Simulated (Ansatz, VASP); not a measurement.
One calculation of Rb, two programs

```
Rb
1.0
    -2.83590    2.83590    2.83590
     2.83590   -2.83590    2.83590
     2.83590    2.83590   -2.83590
Rb
1
Cartesian
  0.0000 0.0000 0.0000
```

Alike in both runs: task single point; functional PBE; k mesh 8 × 8 × 8; occupations gaussian, width 0.01 eV; no spin polarisation.

|  | VASP | Ansatz |
| --- | --- | --- |
| version | VASP 6.6.1 | Ansatz 0.2.0 |
| potentials or method | VASP PAW PBE potentials, release 64 (Rb_sv), cutoff 520 eV | plane waves (420 eV) with PAW, scalar-relativistic |
| valence electrons in the cell | 9 | 9 |

|  | VASP | Ansatz | Ansatz less VASP |
| --- | --- | --- | --- |
| pressure (GPa) | 0.0 | 0.0 | 0.00 |
